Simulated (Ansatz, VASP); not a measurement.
## One calculation of MgI2, two programs

```
CELL_PARAMETERS angstrom
4.40415 0.00000 0.00000
-2.20207 3.81410 0.00000
0.00000 0.00000 6.91293
ATOMIC_POSITIONS crystal
Mg 0.00000 0.00000 0.00000
I 0.33333 0.66667 0.27598
I 0.66667 0.33333 0.72402
```

Alike in both runs: task single point; functional PBE; k mesh 6 × 6 × 4; occupations gaussian, width 0.02 eV; no spin polarisation.

```csv
,VASP,Ansatz
version,VASP 6.6.1,Ansatz 0.2.0
potentials or method,"VASP PAW PBE potentials, release 64 (Mg, I), cutoff 600 eV","scalar-relativistic, plane waves, PAW"
valence electrons in the cell,16,44
```

Ansatz gave:

- gap on the k mesh at the Fermi level (eV): 2.55
- least direct gap on the mesh (eV): 2.55
- pressure (GPa): -3.5
- traceless stress, the component that is largest in VASP (GPa): -0.59
- rms of the force components (eV/Å): 0.577

Task: Which values does VASP return?

Result: gap on the k mesh at the Fermi level (eV): 2.53; least direct gap on the mesh (eV): 2.53; pressure (GPa): -3.6; traceless stress, the component that is largest in VASP (GPa): -0.59; rms of the force components (eV/Å): 0.581.

Atom by atom the forces differ by 0.003 eV/Å (rms over components). With one functional, cell and mesh, what is left measures potentials, basis and numerics. VASP's potentials hold 16 valence electrons a cell and Ansatz's 44, so a difference there can come from the potentials and not from the codes.

Neither program's run includes spin-orbit coupling.
